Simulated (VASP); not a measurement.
# MoS2 (P6_3/mmc) in VASP: single point with r2SCAN

Aim: the single point of MoS2 with r2SCAN.

Everything below comes from runs of VASP 6.6.1. Logs are shortened: lines on timing, memory, paths and dates and some standing lists are left out, and cuts for length are marked.

### Step 1. The cell of the first run

It takes space group P6_3/mmc (No. 194, hexagonal). Conventional cell: a = 3.141 Å, b = 3.141 Å, c = 12.591 Å, α = 90.00°, β = 90.00°, γ = 120.00°. Within 3.2 Å of Mo (site symmetry -6m2) lie 6 S at 2.39 Å and 6 Mo at 3.14 Å. Within 3.2 Å of S (site symmetry 3m) lie 3 Mo at 2.39 Å and 7 S at 3.12 to 3.14 Å.

### Step 2. Single point, r2SCAN

POSCAR

```
MoS2
1.0
    3.1414773708      0.0000000028      0.0000000000
   -1.5707386878      2.7205992071      0.0000000000
    0.0000000000      0.0000000000     12.5914589153
Mo S
2 4
Direct
    0.6666666667      0.3333333333      0.2500000000
    0.3333333333      0.6666666667      0.7500000000
    0.6666666667      0.3333333333      0.6261794789
    0.3333333333      0.6666666667      0.3738205211
    0.6666666667      0.3333333333      0.8738205211
    0.3333333333      0.6666666667      0.1261794789
```

INCAR.step1

```
SYSTEM = MoS2
PREC     = Accurate       ! precision mode
ENCUT    = 550            ! plane-wave cutoff, eV
ISMEAR   = 0              ! smearing method
SIGMA    = 0.02           ! smearing width, eV
LREAL    = .False.        ! projectors in reciprocal space
LASPH    = .True.         ! aspherical terms in the spheres
NELM     = 120            ! most SCF steps
NBANDS   = 35             ! bands
GGA      = PE             ! functional
ALGO     = Normal         ! electronic algorithm
EDIFF    = 1E-5           ! SCF threshold, eV
LWAVE    = .True.         ! write WAVECAR
LCHARG   = .False.        ! write CHGCAR
GGA_COMPAT= .False.
```

INCAR.step2

```
SYSTEM = MoS2
PREC     = Accurate       ! precision mode
ENCUT    = 550            ! plane-wave cutoff, eV
EDIFF    = 1E-6           ! SCF threshold, eV
ISMEAR   = 0              ! smearing method
SIGMA    = 0.02           ! smearing width, eV
LREAL    = .False.        ! projectors in reciprocal space
LASPH    = .True.         ! aspherical terms in the spheres
NELM     = 120            ! most SCF steps
ALGO     = Normal         ! electronic algorithm
ISIF     = 2              ! what is computed and relaxed
LWAVE    = .False.        ! write WAVECAR
LCHARG   = .True.         ! write CHGCAR
METAGGA  = R2SCAN         ! meta-GGA
LMIXTAU  = .True.       
LELF     = .True.         ! ELF
LVHAR    = .True.       
NBANDS   = 35             ! bands
ISTART   = 1            
GGA_COMPAT= .False.
```

KPOINTS

```
regular mesh
0
Gamma
  12 12 2
  0 0 0
```

Potentials or basis: VASP PAW PBE potentials, release 64 (Mo_sv, S).

On the command line:

```
$ cat potpaw_PBE.64/Mo_sv/POTCAR potpaw_PBE.64/S/POTCAR > POTCAR
$ cp INCAR.step1 INCAR
$ mpirun -np 1 vasp_std > vasp.out
$ cp INCAR.step2 INCAR
$ mpirun -np 1 vasp_std > vasp.out
```

OUTCAR:

```text
SYSTEM = MoS2
   PREC = Accurate
   ENCUT = 550
   EDIFF = 1E-6
   ISMEAR = 0
   LREAL = .False.
   LASPH = .True.
   NELM = 120
   ISIF = 2
   METAGGA = R2SCAN
   ISTART = 1

 ion  position               nearest neighbor table
   1  0.667  0.333  0.250-   4 2.39   6 2.39   4 2.39   6 2.39   4 2.39   6 2.39
   2  0.333  0.667  0.750-   3 2.39   5 2.39   3 2.39   5 2.39   3 2.39   5 2.39
   3  0.667  0.333  0.626-   2 2.39   2 2.39   2 2.39
   4  0.333  0.667  0.374-   1 2.39   1 2.39   1 2.39
   5  0.667  0.333  0.874-   2 2.39   2 2.39   2 2.39
   6  0.333  0.667  0.126-   1 2.39   1 2.39   1 2.39

  LATTYP: Found a hexagonal cell.
 ALAT       =     3.1414773708
 C/A-ratio  =     4.0081329353

  Lattice vectors:

 A1 = (   3.1414773708,   0.0000000028,   0.0000000000)
 A2 = (  -1.5707386878,   2.7205992071,   0.0000000000)
 A3 = (   0.0000000000,   0.0000000000,  12.5914589153)

Analysis of symmetry for initial positions (statically):
=====================================================================
 Subroutine PRICEL returns:
 Original cell was already a primitive cell.

 Routine SETGRP: Setting up the symmetry group for a
 hexagonal supercell.

 Subroutine GETGRP returns: Found 24 space group operations
 (whereof 12 operations were pure point group operations)
 out of a pool of 24 trial point group operations.

The static configuration has the point symmetry D_3d.
 The point group associated with its full space group is D_6h.

Analysis of symmetry for dynamics (positions and initial velocities):
=====================================================================
 Subroutine PRICEL returns:
 Original cell was already a primitive cell.

 Routine SETGRP: Setting up the symmetry group for a
 hexagonal supercell.

 Subroutine GETGRP returns: Found 24 space group operations
 (whereof 12 operations were pure point group operations)
 out of a pool of 24 trial point group operations.

The dynamic configuration has the point symmetry D_3d.
 The point group associated with its full space group is D_6h.

 Subroutine INISYM returns: Found 24 space group operations
 (whereof 12 operations are pure point group operations),
 and found     1 'primitive' translations

----------------------------------------------------------------------------------------

                                     Primitive cell

  volume of cell :     107.6154

  direct lattice vectors                    reciprocal lattice vectors
     3.141477371  0.000000003  0.000000000     0.318321567  0.183783043  0.000000000
    -1.570738688  2.720599207  0.000000000    -0.000000000  0.367566085  0.000000000
     0.000000000  0.000000000 12.591458915     0.000000000  0.000000000  0.079418915

  length of vectors
     3.141477371  3.141477371 12.591458915     0.367566085  0.367566085  0.079418915

  position of ions in fractional coordinates (direct lattice)
     0.666666667  0.333333333  0.250000000
     0.333333333  0.666666667  0.750000000
     0.666666667  0.333333333  0.626179479
     0.333333333  0.666666667  0.373820521
     0.666666667  0.333333333  0.873820521
     0.333333333  0.666666667  0.126179479

  ion indices of the primitive-cell ions
   primitive index   ion index
                 1           1
                 2           2
                 3           3
                 4           4
                 5           5
                 6           6

----------------------------------------------------------------------------------------

 KPOINTS: regular mesh

Automatic generation of k-mesh.
 Grid dimensions read from file:
 generate k-points for:   12   12    2

 Generating k-lattice:

  Cartesian coordinates                     Fractional coordinates (reciprocal lattice)
     0.026526797  0.015315254  0.000000000     0.083333333  0.000000000  0.000000000
    -0.000000000  0.030630507  0.000000000     0.000000000  0.083333333  0.000000000
     0.000000000  0.000000000  0.039709457     0.000000000  0.000000000  0.500000000

  Length of vectors
     0.030630507  0.030630507  0.039709457

  Shift w.r.t. Gamma in fractional coordinates (k-lattice)
     0.000000000  0.000000000  0.000000000

 Subroutine IBZKPT returns following result:
 ===========================================

 Found     38 irreducible k-points:

 Following reciprocal coordinates:
            Coordinates               Weight
  0.000000  0.000000  0.000000      1.000000
  0.083333 -0.000000  0.000000      6.000000
  0.166667  0.000000  0.000000      6.000000
  0.250000  0.000000  0.000000      6.000000
  0.333333  0.000000  0.000000      6.000000
  0.416667  0.000000  0.000000      6.000000
[... 16 lines left out ...]
  0.250000  0.000000  0.500000      6.000000
  0.333333  0.000000  0.500000      6.000000
 [... further k-points ...]
   k-points           NKPTS =     38   k-points in BZ     NKDIM =     38   number of bands    NBANDS=     35
   number of dos      NEDOS =    301   number of ions     NIONS =      6
   total plane-waves  NPLWV =  55296
   dimension x,y,z NGX =    24 NGY =   24 NGZ =   96
   dimension x,y,z NGXF=    48 NGYF=   48 NGZF=  192
   ions per type =               2   4
   NGX,Y,Z   is equivalent  to a cutoff of  12.70, 12.70, 12.67 a.u.
   NGXF,Y,Z  is equivalent  to a cutoff of  25.40, 25.40, 25.35 a.u.
 SYSTEM =  MoS2
   PREC   = accura    normal or accurate (medium, high low for compatibility)
   ISTART =      1    job   : 0-new  1-cont  2-samecut
   ICHARG =      0    charge: 1-file 2-atom 10-const
   ISPIN  =      1    spin polarized calculation?
   LNONCOLLINEAR =      F non collinear calculations
   LSORBIT =      F    spin-orbit coupling
   LASPH  =      T    aspherical Exc in radial PAW
   ENCUT  =  550.0 eV  40.42 Ry    6.36 a.u.   6.01  6.01 24.08*2*pi/ulx,y,z
   NELM   =    120;   NELMIN=  2; NELMDL=  0     # of ELM steps
   EDIFF  = 0.1E-05   stopping-criterion for ELM
   LREAL  =      F    real-space projection
   EDIFFG = 0.1E-04   stopping-criterion for IOM
   NSW    =      0    number of steps for IOM
   IBRION =     -1    ionic relax: 0-MD 1-quasi-New 2-CG
   NFREE  =      0    steps in history (QN), initial steepest desc. (CG)
   ISIF   =      2    stress and relaxation
   ISYM   =      2    0-nonsym 1-usesym 2-fastsym
   POTIM  = 0.5000    time-step for ionic-motion
   TEBEG  =    0.0;   TEEND  =   0.0 temperature during run
   PSTRESS=    0.0 pullay stress
   NELECT =      52.0000    total number of electrons
   NUPDOWN=      -1.0000    fix difference up-down
   EMIN   =  10.00;   EMAX   =-10.00  energy-range for DOS
   EFERMI =   0.00;   METHOD = LEGACY
   ISMEAR =     0;   SIGMA  =   0.02  broadening in eV -4-tet -1-fermi 0-gaus
   EFERMI_NEDOS =   21; number of points for ismear=-14 and -15
   IALGO  =     38    algorithm
   IMIX   =      4    mixing-type and parameters
     AMIX     =   0.40;   BMIX     =  1.00
     AMIX_MAG =   1.60;   BMIX_MAG =  1.00
  volume/ion in A,a.u.               =      17.94       121.04
  Fermi-wavevector in a.u.,A,eV,Ry     =   1.284649  2.427634 22.454002  1.650323
  Thomas-Fermi vector in A             =   2.416830
   LORBIT       =      0    0 simple, 1 ext, 2 COOP (PROOUT), +10 PAW based schemes
   METAGGA = R2SCAN    functional components
   LHFCALC =     F    Hartree Fock is set to
   AEXX    =    0.0000 exact exchange contribution
   IVDW    =     0    specifies the selected vdW correction
   LEPSILON=     F    determine dielectric tensor
   LRPA    =     F    only Hartree local field effects (RPA)
 non-spin polarized calculation
 Gauss-broadening in eV      SIGMA  =   0.02
  energy-cutoff  :      550.00
  volume of cell :      107.62
 maximum number of plane-waves:      3216
   NGX = 13   NGY = 13   NGZ = 49

 number of electron      52.0000003 magnetization

 Free energy of the ion-electron system (eV)
  ---------------------------------------------------
  ext. energy  EPLUGINS =         0.00000000
  ---------------------------------------------------
  free energy    TOTEN  =       -90.03175770 eV

  energy without entropy =      -90.03175770  energy(sigma->0) =      -90.03175770

 E-fermi :   7.4559     XC(G=0): -11.4262

 val. band max:        7.2090886290   @ k =   0.0000   0.0000   0.0000
 cond. band min:       8.3591114604   @ k =   0.1667   0.1667   0.0000
 fundamental gap:      1.1500228314
 Fermi energy:         7.4558547844

 k-point     1 :       0.0000    0.0000    0.0000
  band No.  band energies     occupation
      1     -56.1399      2.00000
      2     -56.1399      2.00000
      3     -29.5854      2.00000
      4     -29.5853      2.00000
      5     -29.3227      2.00000
      6     -29.3227      2.00000
[... 27 lines left out ...]
     34       9.9659      0.00000
     35      13.5594      0.00000

 k-point     2 :       0.0833   -0.0000    0.0000
  band No.  band energies     occupation
      1     -56.1366      2.00000
      2     -56.1366      2.00000
      3     -29.5790      2.00000
      4     -29.5789      2.00000
      5     -29.3543      2.00000
      6     -29.3543      2.00000
[... 27 lines left out ...]
     34       9.8810      0.00000
     35      14.0736      0.00000

 k-point     3 :       0.1667    0.0000    0.0000
  band No.  band energies     occupation
      1     -56.1276      2.00000
      2     -56.1276      2.00000
      3     -29.5615      2.00000
      4     -29.5615      2.00000
      5     -29.4397      2.00000
      6     -29.4397      2.00000
[... 27 lines left out ...]
     34      10.3516      0.00000
     35      15.0778      0.00000

 k-point     4 :       0.2500    0.0000    0.0000
  band No.  band energies     occupation
      1     -56.1152      2.00000
      2     -56.1152      2.00000
      3     -29.5547      2.00000
      4     -29.5547      2.00000
      5     -29.5376      2.00000
      6     -29.5375      2.00000
[... 27 lines left out ...]
     34      10.8405      0.00000
     35      15.3280      0.00000

 k-point     5 :       0.3333    0.0000    0.0000
  band No.  band energies     occupation
      1     -56.1028      2.00000
      2     -56.1028      2.00000
      3     -29.6678      2.00000
      4     -29.6678      2.00000
      5     -29.5135      2.00000
      6     -29.5135      2.00000
[... 638 lines left out ...]
 k-point    22 :       0.1667    0.0000    0.5000
  band No.  band energies     occupation
      1     -56.1276      2.00000
      2     -56.1276      2.00000
      3     -29.5615      2.00000
      4     -29.5615      2.00000
      5     -29.4397      2.00000
      6     -29.4397      2.00000
[... 27 lines left out ...]
     34      10.3029      0.00000
     35      15.2019      0.00000

 k-point    23 :       0.2500    0.0000    0.5000
  band No.  band energies     occupation
      1     -56.1152      2.00000
      2     -56.1152      2.00000
      3     -29.5547      2.00000
      4     -29.5547      2.00000
      5     -29.5375      2.00000
      6     -29.5375      2.00000
[... 27 lines left out ...]
     34      10.7507      0.00000
     35      15.3076      0.00000

 k-point    24 :       0.3333    0.0000    0.5000
  band No.  band energies     occupation
      1     -56.1028      2.00000
      2     -56.1028      2.00000
      3     -29.6678      2.00000
      4     -29.6678      2.00000
      5     -29.5135      2.00000
      6     -29.5135      2.00000
[... 27 lines left out ...]
     34      11.0680      0.00000
     35      14.6008      0.00000

 [... further k-points ...]

------------------------ aborting loop because EDIFF is reached ----------------------------------------

  FORCE on cell =-STRESS in cart. coord.  units (eV):
  Direction    XX          YY          ZZ          XY          YZ          ZX
  --------------------------------------------------------------------------------------
  -------------------------------------------------------------------------------------
  Total        3.1269664      3.1269664      1.4044951      0.0000000      0.0000000      0.0000000
  in kB       46.5542405     46.5542405     20.9101064      0.0000000      0.0000000      0.0000000
  external PRESSURE =      38.0061958 kB  Pullay stress =       0.0000000 kB

 VOLUME and BASIS-vectors are now :
 -----------------------------------------------------------------------------
  energy-cutoff  :      550.00
  volume of cell :      107.62
      direct lattice vectors                 reciprocal lattice vectors
     3.141477371  0.000000003  0.000000000     0.318321567  0.183783043  0.000000000
    -1.570738688  2.720599207  0.000000000    -0.000000000  0.367566085  0.000000000
     0.000000000  0.000000000 12.591458915     0.000000000  0.000000000  0.079418915

 POSITION                                       TOTAL-FORCE (eV/Angst)
 -----------------------------------------------------------------------------------
      1.57074      0.90687      3.14786         0.000000     -0.000000     -0.000000
     -0.00000      1.81373      9.44359        -0.000000      0.000000     -0.000000
      1.57074      0.90687      7.88451        -0.000000      0.000000     -0.110815
     -0.00000      1.81373      4.70695         0.000000     -0.000000      0.110815
      1.57074      0.90687     11.00268        -0.000000      0.000000      0.110815
     -0.00000      1.81373      1.58878         0.000000      0.000000     -0.110815
 -----------------------------------------------------------------------------------
    total drift:                               -0.000000      0.000000     -0.000000

  FREE ENERGIE OF THE ION-ELECTRON SYSTEM (eV)
  ---------------------------------------------------
  free  energy   TOTEN  =       -90.0317577024 eV

  energy  without entropy=      -90.0317577024  energy(sigma->0) =      -90.03175770
```

Wall time 9.8 min (1 thread of Intel Xeon 8259CL, shared host); peak memory 0.31 GiB.

What came out:

- Free energy: -90.0318 eV
- Pressure: 3.8 GPa
- Largest force: 0.111 eV/Å
- Band gap on the k mesh: 1.15 eV (least direct gap 1.86 eV)

Forces in eV/Å, atoms in the order of the input:
```
Mo   0.000  0.000  0.000
Mo   0.000  0.000  0.000
S    0.000  0.000 -0.111
S    0.000  0.000  0.111
S    0.000  0.000  0.111
S    0.000  0.000 -0.111
```

Levels at points of the mesh, in eV from the valence-band top:
```tsv
k point	band 22	band 23	band 24	band 25	band 26	band 27	band 28	band 29	band 30	band 31
(0.00, 0.00, 0.00)	-2.16	-2.16	-1.45	-1.11	0.00	2.44	2.44	2.46	2.46	2.63
(0.50, 0.00, 0.00)	-2.62	-1.69	-1.55	-1.33	-1.25	1.92	1.96	2.34	2.58	3.35
(0.00, 0.00, 0.50)	-2.18	-2.18	-2.18	-0.31	-0.31	2.45	2.45	2.45	2.45	2.70
(0.50, 0.00, 0.50)	-2.72	-1.62	-1.62	-1.29	-1.29	1.94	1.94	2.47	2.47	3.67
```

Caveat: the cell stands under pressure; the PAW data sets were made with another functional, which shifts forces and pressure a little.
